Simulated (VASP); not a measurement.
Input of a VASP 6.6.1 run:

INCAR

```
ALGO     = Normal         # electronic algorithm
EDIFF    = 1E-6           # SCF threshold, eV
ENCUT    = 520            # plane-wave cutoff, eV
ISIF     = 2              # what is computed and relaxed
ISMEAR   = 0              # smearing method
LASPH    = True           # aspherical terms in the spheres
LCHARG   = False          # write CHGCAR
LREAL    = False          # projectors in reciprocal space
LWAVE    = False          # write WAVECAR
NBANDS   = 28             # bands
NELM     = 100            # most SCF steps
PREC     = Accurate       # precision mode
SIGMA    = 0.1            # smearing width, eV
```

The input KPOINTS:

```
k-points
0
Gamma
  12 12 10
```

POSCAR

```
SnO
1.0
    3.7671672215      0.0000000000      0.0000000000
    0.0000000000      3.7671672215      0.0000000000
    0.0000000000      0.0000000000      4.6603836130
Sn O
2 2
Direct
    0.5000000000      0.0000000000      0.2455673989
    0.0000000000      0.5000000000      0.7544326011
    0.0000000000      0.0000000000      0.0000000000
    0.5000000000      0.5000000000      0.0000000000
```

Potentials or basis: VASP PAW LDA potentials, release 64 (Sn_d, O).

Run with:

```console
$ cat potpaw_LDA.64/Sn_d/POTCAR potpaw_LDA.64/O/POTCAR > POTCAR
$ mpirun -np 1 vasp_std > vasp.out
```

Q: Estimate the pressure.

A: 0.3 GPa.

Q: What does it give for the largest force?

A: 0.116 eV/Å.

Q: Estimate the band gap on the k mesh.

A: Zero (bands 20 and 21 overlap by 0.21 eV).

Forces in eV/Å, atoms in the order of the input:
```
Sn   0.000  0.000  0.116
Sn   0.000  0.000 -0.116
O    0.000  0.000  0.000
O    0.000  0.000  0.000
```

Caveat: semilocal functionals underestimate gaps, and a narrow one can read as zero; spin-orbit coupling is left out, which moves the levels of the heavy elements.
